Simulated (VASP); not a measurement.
# SnTe (Fm-3m) in VASP: notebook

Runs on SnTe. Level: PBE. Tasks: single point.

Everything below comes from runs of VASP 6.6.1. Logs are shortened: lines on timing, memory, paths and dates and some standing lists are left out, and cuts for length are marked.

### 1 The cell of the first run

It takes space group Fm-3m (No. 225, cubic). Conventional cell: a = 6.313 Å, b = 6.313 Å, c = 6.313 Å, α = 90.00°, β = 90.00°, γ = 90.00°. Sn (site symmetry m-3m) has 6 Te at 3.16 Å within 4.2 Å. Within 4.2 Å of Te (site symmetry m-3m) lie 6 Sn at 3.16 Å.

### 2 Single point, PBE

The input, INCAR:

```
ALGO = Normal ; EDIFF = 1E-6
ENCUT = 500 ; GGA = PE
GGA_COMPAT = F ; ISIF = 2
ISMEAR = -4 ; LASPH = T
LCHARG = F ; LREAL = F
LWAVE = F ; NBANDS = 17
NELM = 120 ; PREC = Accurate
SIGMA = 0.1
```

The input, KPOINTS:

```
k-points
0
Gamma
  6 6 6
```

The input, POSCAR:

```
SnTe
1.0
    0.0000000000      3.1565012282      3.1565012282
    3.1565012282      0.0000000000      3.1565012282
    3.1565012282      3.1565012282      0.0000000000
Sn Te
1 1
Direct
    0.5000000000      0.5000000000      0.5000000000
    0.0000000000      0.0000000000      0.0000000000
```

Potentials or basis: VASP PAW PBE potentials, release 64 (Sn_d, Te).

On the command line:

```console
cat potpaw_PBE.64/Sn_d/POTCAR potpaw_PBE.64/Te/POTCAR > POTCAR
mpirun -np 1 vasp_std > vasp.out
```

OUTCAR:

```text
EDIFF = 1E-6
   ENCUT = 500
   GGA = PE
   ISIF = 2
   ISMEAR = -4
   LASPH = T
   LREAL = F
   NELM = 120
   PREC = Accurate

 ion  position               nearest neighbor table
   1  0.500  0.500  0.500-   2 3.16   2 3.16   2 3.16   2 3.16   2 3.16   2 3.16
   2  0.000  0.000  0.000-   1 3.16   1 3.16   1 3.16   1 3.16   1 3.16   1 3.16

  LATTYP: Found a face centered cubic cell.
 ALAT       =     6.3130024564

  Lattice vectors:

 A1 = (   0.0000000000,   3.1565012282,   3.1565012282)
 A2 = (   3.1565012282,   0.0000000000,   3.1565012282)
 A3 = (   3.1565012282,   3.1565012282,   0.0000000000)

Analysis of symmetry for initial positions (statically):
=====================================================================
 Subroutine PRICEL returns:
 Original cell was already a primitive cell.

 Routine SETGRP: Setting up the symmetry group for a
 face centered cubic supercell.

 Subroutine GETGRP returns: Found 48 space group operations
 (whereof 48 operations were pure point group operations)
 out of a pool of 48 trial point group operations.

The static configuration has the point symmetry O_h .

Analysis of symmetry for dynamics (positions and initial velocities):
=====================================================================
 Subroutine PRICEL returns:
 Original cell was already a primitive cell.

 Routine SETGRP: Setting up the symmetry group for a
 face centered cubic supercell.

 Subroutine GETGRP returns: Found 48 space group operations
 (whereof 48 operations were pure point group operations)
 out of a pool of 48 trial point group operations.

The dynamic configuration has the point symmetry O_h .

 Subroutine INISYM returns: Found 48 space group operations
 (whereof 48 operations are pure point group operations),
 and found     1 'primitive' translations

----------------------------------------------------------------------------------------

                                     Primitive cell

  volume of cell :      62.8996

  direct lattice vectors                    reciprocal lattice vectors
     0.000000000  3.156501228  3.156501228    -0.158403233  0.158403233  0.158403233
     3.156501228  0.000000000  3.156501228     0.158403233 -0.158403233  0.158403233
     3.156501228  3.156501228  0.000000000     0.158403233  0.158403233 -0.158403233

  length of vectors
     4.463966847  4.463966847  4.463966847     0.274362448  0.274362448  0.274362448

  position of ions in fractional coordinates (direct lattice)
     0.500000000  0.500000000  0.500000000
     0.000000000  0.000000000  0.000000000

  ion indices of the primitive-cell ions
   primitive index   ion index
                 1           1
                 2           2

----------------------------------------------------------------------------------------

 KPOINTS: k-points

Automatic generation of k-mesh.
 Grid dimensions read from file:
 generate k-points for:    6    6    6

 Generating k-lattice:

  Cartesian coordinates                     Fractional coordinates (reciprocal lattice)
    -0.026400539  0.026400539  0.026400539     0.166666667  0.000000000  0.000000000
     0.026400539 -0.026400539  0.026400539     0.000000000  0.166666667  0.000000000
     0.026400539  0.026400539 -0.026400539     0.000000000  0.000000000  0.166666667

  Length of vectors
     0.045727075  0.045727075  0.045727075

  Shift w.r.t. Gamma in fractional coordinates (k-lattice)
     0.000000000  0.000000000  0.000000000

 TETIRR: Found     35 inequivalent tetrahedra from     1296

 Subroutine IBZKPT returns following result:
 ===========================================

 Found     16 irreducible k-points:

 Following reciprocal coordinates:
            Coordinates               Weight
  0.000000  0.000000  0.000000      1.000000
  0.166667  0.000000  0.000000      8.000000
  0.333333  0.000000  0.000000      8.000000
  0.500000  0.000000  0.000000      4.000000
  0.166667  0.166667  0.000000      6.000000
  0.333333  0.166667  0.000000     24.000000
[... 8 lines left out ...]
 -0.333333  0.333333  0.166667     24.000000
 -0.333333  0.500000  0.166667     12.000000
   k-points           NKPTS =     16   k-points in BZ     NKDIM =     16   number of bands    NBANDS=     17
   number of dos      NEDOS =    301   number of ions     NIONS =      2
   total plane-waves  NPLWV =  46656
   dimension x,y,z NGX =    36 NGY =   36 NGZ =   36
   dimension x,y,z NGXF=    72 NGYF=   72 NGZF=   72
   ions per type =               1   1
   NGX,Y,Z   is equivalent  to a cutoff of  13.41, 13.41, 13.41 a.u.
   NGXF,Y,Z  is equivalent  to a cutoff of  26.81, 26.81, 26.81 a.u.
 SYSTEM =  unknown system
   PREC   = accura    normal or accurate (medium, high low for compatibility)
   ISTART =      0    job   : 0-new  1-cont  2-samecut
   ICHARG =      2    charge: 1-file 2-atom 10-const
   ISPIN  =      1    spin polarized calculation?
   LNONCOLLINEAR =      F non collinear calculations
   LSORBIT =      F    spin-orbit coupling
   LASPH  =      T    aspherical Exc in radial PAW
   ENCUT  =  500.0 eV  36.75 Ry    6.06 a.u.   8.14  8.14  8.14*2*pi/ulx,y,z
   NELM   =    120;   NELMIN=  2; NELMDL= -5     # of ELM steps
   EDIFF  = 0.1E-05   stopping-criterion for ELM
   LREAL  =      F    real-space projection
   EDIFFG = 0.1E-04   stopping-criterion for IOM
   NSW    =      0    number of steps for IOM
   IBRION =     -1    ionic relax: 0-MD 1-quasi-New 2-CG
   NFREE  =      0    steps in history (QN), initial steepest desc. (CG)
   ISIF   =      2    stress and relaxation
   ISYM   =      2    0-nonsym 1-usesym 2-fastsym
   POTIM  = 0.5000    time-step for ionic-motion
   TEBEG  =    0.0;   TEEND  =   0.0 temperature during run
   PSTRESS=    0.0 pullay stress
   NELECT =      20.0000    total number of electrons
   NUPDOWN=      -1.0000    fix difference up-down
   EMIN   =  10.00;   EMAX   =-10.00  energy-range for DOS
   EFERMI =   0.00;   METHOD = LEGACY
   ISMEAR =    -4;   SIGMA  =   0.10  broadening in eV -4-tet -1-fermi 0-gaus
   EFERMI_NEDOS =   21; number of points for ismear=-14 and -15
   IALGO  =     38    algorithm
   IMIX   =      4    mixing-type and parameters
     AMIX     =   0.40;   BMIX     =  1.00
     AMIX_MAG =   1.60;   BMIX_MAG =  1.00
  volume/ion in A,a.u.               =      31.45       212.23
  Fermi-wavevector in a.u.,A,eV,Ry     =   1.117383  2.111548 16.987494  1.248546
  Thomas-Fermi vector in A             =   2.254006
   LORBIT       =      0    0 simple, 1 ext, 2 COOP (PROOUT), +10 PAW based schemes
   GGA     = PE    functional components
   LHFCALC =     F    Hartree Fock is set to
   AEXX    =    0.0000 exact exchange contribution
   IVDW    =     0    specifies the selected vdW correction
   LEPSILON=     F    determine dielectric tensor
   LRPA    =     F    only Hartree local field effects (RPA)
 non-spin polarized calculation
 Fermi weights with tetrahedron method witout Bloechl corrections
  energy-cutoff  :      500.00
  volume of cell :       62.90
 maximum number of plane-waves:      1639
 NGX is ok and might be reduce to    36
   NGX = 17   NGY = 17   NGZ = 17

 number of electron      19.9999999 magnetization

 Free energy of the ion-electron system (eV)
  ---------------------------------------------------
  ext. energy  EPLUGINS =         0.00000000
  ---------------------------------------------------
  free energy    TOTEN  =        -7.54673722 eV

  energy without entropy =       -7.54673722  energy(sigma->0) =       -7.54673722

 E-fermi :   6.9023     XC(G=0):  -9.4758

 val. band max:        6.8995413527   @ k =   0.5000   0.0000   0.0000
 cond. band min:       6.9801875343   @ k =   0.5000   0.0000   0.0000
 fundamental gap:      0.0806461816
 Fermi energy:         6.9022620392

 k-point     1 :       0.0000    0.0000    0.0000
  band No.  band energies     occupation
      1     -15.0273      2.00000
      2     -15.0273      2.00000
      3     -15.0214      2.00000
      4     -15.0214      2.00000
      5     -15.0214      2.00000
      6      -5.8795      2.00000
[... 9 lines left out ...]
     16      11.6464      0.00000
     17      13.7222      0.00000

 k-point     2 :       0.1667    0.0000    0.0000
  band No.  band energies     occupation
      1     -15.0283      2.00000
      2     -15.0283      2.00000
      3     -15.0210      2.00000
      4     -15.0198      2.00000
      5     -15.0198      2.00000
      6      -5.6500      2.00000
[... 9 lines left out ...]
     16      12.2024      0.00000
     17      15.2841      0.00000

 k-point     3 :       0.3333    0.0000    0.0000
  band No.  band energies     occupation
      1     -15.0310      2.00000
      2     -15.0310      2.00000
      3     -15.0202      2.00000
      4     -15.0164      2.00000
      5     -15.0164      2.00000
      6      -5.0534      2.00000
[... 9 lines left out ...]
     16      13.7180      0.00000
     17      17.5538      0.00000

 k-point     4 :       0.5000    0.0000    0.0000
  band No.  band energies     occupation
      1     -15.0323      2.00000
      2     -15.0323      2.00000
      3     -15.0198      2.00000
      4     -15.0145      2.00000
      5     -15.0145      2.00000
      6      -4.6114      2.00000
[... 9 lines left out ...]
     16      15.7229      0.00000
     17      15.7229      0.00000
[... 183 lines left out ...]
      1     -15.0367      2.00000
      2     -15.0274      2.00000
      3     -15.0210      2.00000
      4     -15.0151      2.00000
      5     -15.0137      2.00000
      6      -4.6338      2.00000
[... 9 lines left out ...]
     16      15.2499      0.00000
     17      15.9029      0.00000

 k-point    15 :      -0.3333    0.3333    0.1667
  band No.  band energies     occupation
      1     -15.0371      2.00000
      2     -15.0285      2.00000
      3     -15.0182      2.00000
      4     -15.0173      2.00000
      5     -15.0122      2.00000
      6      -4.3325      2.00000
[... 9 lines left out ...]
     16      16.7448      0.00000
     17      16.8523      0.00000

 k-point    16 :      -0.3333    0.5000    0.1667
  band No.  band energies     occupation
      1     -15.0405      2.00000
      2     -15.0259      2.00000
      3     -15.0216      2.00000
      4     -15.0145      2.00000
      5     -15.0108      2.00000
      6      -4.2500      2.00000
[... 9 lines left out ...]
     16      16.9483      0.00000
     17      18.1352      0.00000

------------------------ aborting loop because EDIFF is reached ----------------------------------------

  FORCE on cell =-STRESS in cart. coord.  units (eV):
  Direction    XX          YY          ZZ          XY          YZ          ZX
  --------------------------------------------------------------------------------------
  -------------------------------------------------------------------------------------
  Total        0.7396613      0.7396613      0.7396613      0.0000000     -0.0000000      0.0000000
  in kB       18.8406384     18.8406384     18.8406384      0.0000000     -0.0000000      0.0000000
  external PRESSURE =      18.8406384 kB  Pullay stress =       0.0000000 kB

 VOLUME and BASIS-vectors are now :
 -----------------------------------------------------------------------------
  energy-cutoff  :      500.00
  volume of cell :       62.90
      direct lattice vectors                 reciprocal lattice vectors
     0.000000000  3.156501228  3.156501228    -0.158403233  0.158403233  0.158403233
     3.156501228  0.000000000  3.156501228     0.158403233 -0.158403233  0.158403233
     3.156501228  3.156501228  0.000000000     0.158403233  0.158403233 -0.158403233

 POSITION                                       TOTAL-FORCE (eV/Angst)
 -----------------------------------------------------------------------------------
      3.15650      3.15650      3.15650        -0.000000     -0.000000      0.000000
      0.00000      0.00000      0.00000         0.000000      0.000000     -0.000000
 -----------------------------------------------------------------------------------
    total drift:                                0.000000      0.000000      0.000000

  FREE ENERGIE OF THE ION-ELECTRON SYSTEM (eV)
  ---------------------------------------------------
  free  energy   TOTEN  =        -7.5467372205 eV

  energy  without entropy=       -7.5467372205  energy(sigma->0) =       -7.54673722
```

Run time: 20 s. Hardware: 1 thread of Intel Xeon 6975P-C, shared host; peak memory 0.2 GiB.

Results:

```yaml
Free_energy: -7.5467 eV
Pressure: 1.9 GPa
Band_gap_on_the_k_mesh: 0.08 eV, direct
```

Caveat: spin-orbit coupling is left out, which moves the levels of the heavy elements.

### 3 Single point, PBE

The input, INCAR:

```
SYSTEM = SnTe
  ALGO = Normal
  EDIFF = 1E-6
  ENCUT = 500
  GGA = PE
  GGA_COMPAT = .FALSE.
  ISIF = 2
  ISMEAR = 0
  LASPH = .TRUE.
  LCHARG = .TRUE.
  LELF = .TRUE.
  LREAL = .FALSE.
  LVHAR = .TRUE.
  LWAVE = .FALSE.
  NBANDS = 17
  NELM = 120
  PREC = Accurate
  SIGMA = 0.15
```

The input, KPOINTS:

```
k-points
0
G
  6 6 6
  0 0 0
```

POSCAR is that of step 2.

Potentials or basis: VASP PAW PBE potentials, release 64 (Sn_d, Te).

On the command line:

```console
cat potpaw_PBE.64/Sn_d/POTCAR potpaw_PBE.64/Te/POTCAR > POTCAR
mpirun -np 1 vasp_std > vasp.out
```

Run time: 21 s. Hardware: 1 thread of Intel Xeon 6975P-C, shared host; peak memory 0.2 GiB.

Results (log left out):

```yaml
Free_energy: -7.5486 eV
Pressure: 2.0 GPa
Band_gap_on_the_k_mesh: 0.08 eV, direct
```

Levels at points of the mesh, in eV from the valence-band top:
```
           k point  band 6  band 7  band 8  band 9  band 10  band 11  band 12  band 13  band 14  band 15
(0.00, 0.00, 0.00)  -12.78   -4.71   -2.14   -2.14    -2.14     3.32     3.32     3.32     4.75     4.75
(0.50, 0.00, 0.00)  -11.51   -8.32   -1.81   -1.81     0.00     0.08     0.36     0.36     7.75     8.73
(0.50, 0.50, 0.00)  -11.21   -6.48   -5.55   -3.73    -3.73     2.18     4.89     4.89     6.34     8.97
```

Caveat: spin-orbit coupling is left out, which moves the levels of the heavy elements. A k mesh can miss the band edges.
